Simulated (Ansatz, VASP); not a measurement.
**Two plane-wave programs on Te4Pt3**

```xyz
7
Lattice="1.9978 1.1534 11.7284 -1.9978 1.1534 11.7284 0.0000 -2.3068 11.7284" Properties=species:S:1:pos:R:3 pbc="T T T"
Te    0.0000    0.0000   15.6646
Te    0.0000    0.0000   19.5204
Te    0.0000    0.0000   10.3611
Te    0.0000    0.0000   24.8239
Pt    0.0000    0.0000    0.0000
Pt    0.0000    0.0000    5.1481
Pt    0.0000    0.0000   30.0370
```

Alike in both runs: functional PBEsol; k mesh 12 × 12 × 12; occupations gaussian, width 0.1 eV; no spin polarisation.

Ansatz relaxed the structure, and its values are those at the end. VASP's run is a single point on that final structure, the one shown.

```csv
,VASP,Ansatz
version,VASP 6.6.1,Ansatz 0.2.0
potentials or method,"VASP PAW PBE potentials, release 64 (Te, Pt), cutoff 520 eV","scalar-relativistic, plane waves, PAW"
valence electrons in the cell,54,118
```

VASP gave:

| Item | Value |
| --- | --- |
| gap on the k mesh at the Fermi level (eV) | none |
| pressure (GPa) | -0.1 |

Q: Which values does Ansatz return?

A: gap on the k mesh at the Fermi level (eV): none; pressure (GPa): 0.0.

VASP's potentials were made for PBE, not for PBEsol. A gap of «none» marks a metal or a gap that the smearing closes. The functional is the same, so the differences come from potentials, cutoffs and numerics. VASP's potentials hold 54 valence electrons a cell and Ansatz's 118, so a difference there can come from the potentials and not from the codes.

Neither program's run includes spin-orbit coupling.
